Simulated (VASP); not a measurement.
# K (Im-3m) in VASP: further runs, part 2 of 2

VASP 6.6.1. Earlier steps stand in the parts before.

## 5. Single point, PBE

This run uses another cell than the first one, of 35.61 Å³/atom.

INCAR

```
ALGO = Normal
EDIFF = 1E-6
ENCUT = 520
GGA = PE
ISIF = 2
ISMEAR = -1
LASPH = T
LCHARG = T
LELF = T
LREAL = F
LVHAR = T
LWAVE = F
NBANDS = 10
NELM = 80
PREC = Accurate
SIGMA = 0.05
```

KPOINTS

```
k-points
0
Gamma
  7 7 7
```

POSCAR

```
K
1.0
   -2.0725662521      2.0725662521      2.0725662521
    2.0725662521     -2.0725662521      2.0725662521
    2.0725662521      2.0725662521     -2.0725662521
K
1
Direct
    0.0000000000      0.0000000000      0.0000000000
```

Run with:

```
$ cat potpaw_PBE.64/K_sv/POTCAR > POTCAR
$ mpirun -np 1 vasp_std > vasp.out
```

Run time: 8 s. Hardware: 1 thread of Intel Xeon 8259CL, shared host; peak memory 0.15 GiB.

Results (log left out):

```
Free energy            : -0.3833 eV
Pressure               : 10.0 GPa
Band gap on the k mesh : zero (an odd number of electrons rules out a gap without spin polarisation)
```

Levels at points of the mesh, in eV from the Fermi level:
```
           k point  band 3  band 4  band 5  band 6  band 7  band 8
(0.00, 0.00, 0.00)  -15.43  -15.43   -3.31    4.63    4.63    4.63
```

Caveat: the cell stands under pressure.

## 6. Single point, PBE

This run uses another cell than the first one, of 43.59 Å³/atom.

INCAR

```
PREC = Accurate ; ENCUT = 520
EDIFF = 1E-6 ; ISMEAR = -1
SIGMA = 0.05 ; LREAL = False
LASPH = True ; NELM = 80
ALGO = Fast ; ISIF = 2
LWAVE = False ; LCHARG = False
GGA = PE ; NBANDS = 10
```

KPOINTS

```
regular mesh
0
Gamma
  7 7 7
```

POSCAR

```
K
1.0
   -2.2170517924      2.2170517924      2.2170517924
    2.2170517924     -2.2170517924      2.2170517924
    2.2170517924      2.2170517924     -2.2170517924
K
1
Direct
    0.0000000000      0.0000000000      0.0000000000
```

Potentials or basis: VASP PAW PBE potentials, release 64 (K_sv).

Run with:

```
$ cat potpaw_PBE.64/K_sv/POTCAR > POTCAR
$ mpirun -np 1 vasp_std > vasp.out
```

OUTCAR:

```text
PREC = Accurate
   ENCUT = 520
   EDIFF = 1E-6
   ISMEAR = -1
   LREAL = False
   LASPH = True
   NELM = 80
   ISIF = 2
   GGA = PE

 ion  position               nearest neighbor table
   1  0.000  0.000  0.000-

  LATTYP: Found a body centered cubic cell.
 ALAT       =     4.4341035848

  Lattice vectors:

 A1 = (  -2.2170517924,   2.2170517924,   2.2170517924)
 A2 = (   2.2170517924,  -2.2170517924,   2.2170517924)
 A3 = (   2.2170517924,   2.2170517924,  -2.2170517924)

Analysis of symmetry for initial positions (statically):
=====================================================================
 Subroutine PRICEL returns:
 Original cell was already a primitive cell.

 Routine SETGRP: Setting up the symmetry group for a
 body centered cubic supercell.

 Subroutine GETGRP returns: Found 48 space group operations
 (whereof 48 operations were pure point group operations)
 out of a pool of 48 trial point group operations.

The static configuration has the point symmetry O_h .

Analysis of symmetry for dynamics (positions and initial velocities):
=====================================================================
 Subroutine PRICEL returns:
 Original cell was already a primitive cell.

 Routine SETGRP: Setting up the symmetry group for a
 body centered cubic supercell.

 Subroutine GETGRP returns: Found 48 space group operations
 (whereof 48 operations were pure point group operations)
 out of a pool of 48 trial point group operations.

The dynamic configuration has the point symmetry O_h .

 Subroutine INISYM returns: Found 48 space group operations
 (whereof 48 operations are pure point group operations),
 and found     1 'primitive' translations

----------------------------------------------------------------------------------------

                                     Primitive cell

  volume of cell :      43.5901

  direct lattice vectors                    reciprocal lattice vectors
    -2.217051792  2.217051792  2.217051792     0.000000000  0.225524727  0.225524727
     2.217051792 -2.217051792  2.217051792     0.225524727  0.000000000  0.225524727
     2.217051792  2.217051792 -2.217051792     0.225524727  0.225524727  0.000000000

  length of vectors
     3.840046347  3.840046347  3.840046347     0.318940127  0.318940127  0.318940127

  position of ions in fractional coordinates (direct lattice)
     0.000000000  0.000000000  0.000000000

  ion indices of the primitive-cell ions
   primitive index   ion index
                 1           1

----------------------------------------------------------------------------------------

 KPOINTS: regular mesh

Automatic generation of k-mesh.
 Grid dimensions read from file:
 generate k-points for:    7    7    7

 Generating k-lattice:

  Cartesian coordinates                     Fractional coordinates (reciprocal lattice)
     0.000000000  0.032217818  0.032217818     0.142857143  0.000000000  0.000000000
     0.032217818  0.000000000  0.032217818     0.000000000  0.142857143  0.000000000
     0.032217818  0.032217818  0.000000000     0.000000000  0.000000000  0.142857143

  Length of vectors
     0.045562875  0.045562875  0.045562875

  Shift w.r.t. Gamma in fractional coordinates (k-lattice)
     0.000000000  0.000000000  0.000000000

 Subroutine IBZKPT returns following result:
 ===========================================

 Found     20 irreducible k-points:

 Following reciprocal coordinates:
            Coordinates               Weight
  0.000000  0.000000  0.000000      1.000000
  0.142857  0.000000  0.000000     12.000000
  0.285714  0.000000  0.000000     12.000000
  0.428571  0.000000  0.000000     12.000000
  0.142857  0.142857  0.000000     24.000000
  0.285714  0.142857  0.000000     48.000000
[... 12 lines left out ...]
 -0.428571 -0.428571  0.285714      8.000000
 -0.428571  0.428571  0.428571      6.000000
   k-points           NKPTS =     20   k-points in BZ     NKDIM =     20   number of bands    NBANDS=     10
   number of dos      NEDOS =    301   number of ions     NIONS =      1
   total plane-waves  NPLWV =  27000
   dimension x,y,z NGX =    30 NGY =   30 NGZ =   30
   dimension x,y,z NGXF=    60 NGYF=   60 NGZF=   60
   ions per type =               1
   NGX,Y,Z   is equivalent  to a cutoff of  12.99, 12.99, 12.99 a.u.
   NGXF,Y,Z  is equivalent  to a cutoff of  25.98, 25.98, 25.98 a.u.
 SYSTEM =  unknown system
   PREC   = accura    normal or accurate (medium, high low for compatibility)
   ISTART =      0    job   : 0-new  1-cont  2-samecut
   ICHARG =      2    charge: 1-file 2-atom 10-const
   ISPIN  =      1    spin polarized calculation?
   LNONCOLLINEAR =      F non collinear calculations
   LSORBIT =      F    spin-orbit coupling
   LASPH  =      T    aspherical Exc in radial PAW
   ENCUT  =  520.0 eV  38.22 Ry    6.18 a.u.   7.14  7.14  7.14*2*pi/ulx,y,z
   NELM   =     80;   NELMIN=  2; NELMDL= -5     # of ELM steps
   EDIFF  = 0.1E-05   stopping-criterion for ELM
   LREAL  =      F    real-space projection
   EDIFFG = 0.1E-04   stopping-criterion for IOM
   NSW    =      0    number of steps for IOM
   IBRION =     -1    ionic relax: 0-MD 1-quasi-New 2-CG
   NFREE  =      0    steps in history (QN), initial steepest desc. (CG)
   ISIF   =      2    stress and relaxation
   ISYM   =      2    0-nonsym 1-usesym 2-fastsym
   POTIM  = 0.5000    time-step for ionic-motion
   TEBEG  =    0.0;   TEEND  =   0.0 temperature during run
   PSTRESS=    0.0 pullay stress
   NELECT =       9.0000    total number of electrons
   NUPDOWN=      -1.0000    fix difference up-down
   EMIN   =  10.00;   EMAX   =-10.00  energy-range for DOS
   EFERMI =   0.00;   METHOD = LEGACY
   ISMEAR =    -1;   SIGMA  =   0.05  broadening in eV -4-tet -1-fermi 0-gaus
   EFERMI_NEDOS =   21; number of points for ismear=-14 and -15
   IALGO  =     68    algorithm
   IMIX   =      4    mixing-type and parameters
     AMIX     =   0.40;   BMIX     =  1.00
     AMIX_MAG =   1.60;   BMIX_MAG =  1.00
  volume/ion in A,a.u.               =      43.59       294.16
  Fermi-wavevector in a.u.,A,eV,Ry     =   0.967594  1.828488 12.738293  0.936238
  Thomas-Fermi vector in A             =   2.097493
   LORBIT       =      0    0 simple, 1 ext, 2 COOP (PROOUT), +10 PAW based schemes
   GGA     = PE    functional components
   LHFCALC =     F    Hartree Fock is set to
   AEXX    =    0.0000 exact exchange contribution
   IVDW    =     0    specifies the selected vdW correction
   LEPSILON=     F    determine dielectric tensor
   LRPA    =     F    only Hartree local field effects (RPA)
 non-spin polarized calculation
 RMM-DIIS sequential band-by-band and
  energy-cutoff  :      520.00
  volume of cell :       43.59
 maximum number of plane-waves:      1189
 NGX is ok and might be reduce to    30
   NGX = 15   NGY = 15   NGZ = 15

 number of electron       9.0000001 magnetization

 Free energy of the ion-electron system (eV)
  ---------------------------------------------------
  ext. energy  EPLUGINS =         0.00000000
  ---------------------------------------------------
  free energy    TOTEN  =        -0.74242290 eV

  energy without entropy =       -0.73628791  energy(sigma->0) =       -0.73935540

 E-fermi :   1.4342     XC(G=0):  -7.0964

 val. band max:        1.3819982951   @ k =  -0.2857   0.4286   0.1429
 cond. band min:       1.5777192493   @ k =  -0.4286   0.4286   0.1429
 fundamental gap:      0.1957209543
 Fermi energy:         1.4341582599

 k-point     1 :       0.0000    0.0000    0.0000
  band No.  band energies     occupation
      1     -30.6218      2.00000
      2     -13.9509      2.00000
      3     -13.9509      2.00000
      4     -13.9509      2.00000
      5      -1.5341      2.00000
      6       6.0838      0.00000
      7       6.0838      0.00000
      8       6.0838      0.00000
      9       7.4064      0.00000
     10       7.4064      0.00000
[... 235 lines left out ...]
 k-point    20 :      -0.4286    0.4286    0.4286
  band No.  band energies     occupation
      1     -30.5522      2.00000
      2     -14.2018      2.00000
      3     -14.1868      2.00000
      4     -14.1868      2.00000
      5       2.4680      0.00000
      6       2.6880      0.00000
      7       6.4087      0.00000
      8       6.4087      0.00000
      9       6.4607      0.00000
     10       8.8388      0.00000

------------------------ aborting loop because EDIFF is reached ----------------------------------------

  FORCE on cell =-STRESS in cart. coord.  units (eV):
  Direction    XX          YY          ZZ          XY          YZ          ZX
  --------------------------------------------------------------------------------------
  -------------------------------------------------------------------------------------
  Total        1.3557563      1.3557563      1.3557563      0.0000000      0.0000000     -0.0000000
  in kB       49.8315873     49.8315873     49.8315873      0.0000000      0.0000000     -0.0000000
  external PRESSURE =      49.8315873 kB  Pullay stress =       0.0000000 kB

 VOLUME and BASIS-vectors are now :
 -----------------------------------------------------------------------------
  energy-cutoff  :      520.00
  volume of cell :       43.59
      direct lattice vectors                 reciprocal lattice vectors
    -2.217051792  2.217051792  2.217051792     0.000000000  0.225524727  0.225524727
     2.217051792 -2.217051792  2.217051792     0.225524727  0.000000000  0.225524727
     2.217051792  2.217051792 -2.217051792     0.225524727  0.225524727  0.000000000

 POSITION                                       TOTAL-FORCE (eV/Angst)
 -----------------------------------------------------------------------------------
      0.00000      0.00000      0.00000        -0.000000      0.000000     -0.000000
 -----------------------------------------------------------------------------------
    total drift:                                0.000000     -0.000000      0.000000

  FREE ENERGIE OF THE ION-ELECTRON SYSTEM (eV)
  ---------------------------------------------------
  free  energy   TOTEN  =        -0.7424228993 eV

  energy  without entropy=       -0.7362879071  energy(sigma->0) =       -0.73935540
```

OSZICAR:

```text
N       E                     dE             d eps       ncg     rms          rms(c)
DAV:   1     0.485463136166E+02    0.48546E+02   -0.40063E+03   400   0.752E+02
DAV:   2     0.597017767580E+00   -0.47949E+02   -0.46918E+02   418   0.207E+02
DAV:   3    -0.723931221328E+00   -0.13209E+01   -0.13111E+01   648   0.273E+01
DAV:   4    -0.743497087263E+00   -0.19566E-01   -0.19559E-01   508   0.268E+00
DAV:   5    -0.743879612488E+00   -0.38253E-03   -0.38248E-03   602   0.268E-01    0.396E+00
RMM:   6    -0.741670265856E+00    0.22093E-02   -0.46670E-03   493   0.573E-01    0.258E+00
RMM:   7    -0.742515517951E+00   -0.84525E-03   -0.95447E-03   512   0.706E-01    0.150E-01
RMM:   8    -0.742379654268E+00    0.13586E-03   -0.18640E-03   527   0.472E-01    0.496E-02
RMM:   9    -0.742414501887E+00   -0.34848E-04   -0.23409E-04   635   0.874E-02    0.288E-02
RMM:  10    -0.742421093649E+00   -0.65918E-05   -0.29662E-05   666   0.387E-02    0.163E-02
RMM:  11    -0.742422210531E+00   -0.11169E-05   -0.12832E-05   608   0.201E-02    0.357E-03
RMM:  12    -0.742422899300E+00   -0.68877E-06   -0.30420E-06   486   0.105E-02
   1 F= -.74242290E+00 E0= -.73935540E+00  d E =-.613499E-02
```

It took 14 s on 1 thread of Intel Xeon 8259CL, shared host; peak memory 0.16 GiB.

What came out:

```yaml
Free_energy: -0.7424 eV
Pressure: 5.0 GPa
Band_gap_on_the_k_mesh: zero (an odd number of electrons rules out a gap without spin polarisation)
```

Levels at points of the mesh, in eV from the Fermi level:
```tsv
k point	band 2	band 3	band 4	band 5	band 6	band 7	band 8	band 9
(0.00, 0.00, 0.00)	-15.39	-15.39	-15.39	-2.97	4.65	4.65	4.65	5.97
```

Caveat: the cell stands under pressure.

## 7. The runs side by side

| level | cell | k mesh | cutoff (eV) | smearing | grid for exact exchange (PRECFOCK) | share of exact exchange | screening parameter | gap on the mesh (eV) | pressure (GPa) |
| --- | --- | --- | --- | --- | --- | --- | --- | --- | --- |
| HSE06 | a = 4.764 Å, angles 109.5°, 1 atom | 5 × 5 × 5 | 400 | gaussian 0.05 eV | Normal | 0.25 | 0.2079 1/Å | none | -0.3 |
| PBE | a = 3.092 Å, angles 109.5°, 1 atom | 7 × 7 × 7 | 520 | fermi-dirac 0.05 eV | - | - | - | none | 30.2 |
| PBE | a = 3.304 Å, angles 109.5°, 1 atom | 7 × 7 × 7 | 520 | fermi-dirac 0.05 eV | - | - | - | none | 20.0 |
| PBE | a = 3.590 Å, angles 109.5°, 1 atom | 7 × 7 × 7 | 520 | fermi-dirac 0.05 eV | - | - | - | none | 10.0 |
| PBE | a = 3.840 Å, angles 109.5°, 1 atom | 7 × 7 × 7 | 520 | fermi-dirac 0.05 eV | - | - | - | none | 5.0 |

Alike in all rows: task single point; potentials or basis VASP PAW PBE potentials, release 64 (K_sv); no spin polarisation.

Caveats: the cell stands under pressure (at least some runs); the PAW data sets were made with another functional, which shifts forces and pressure a little (at least some runs).

Absolute energies hang on the potentials; compare differences alone.
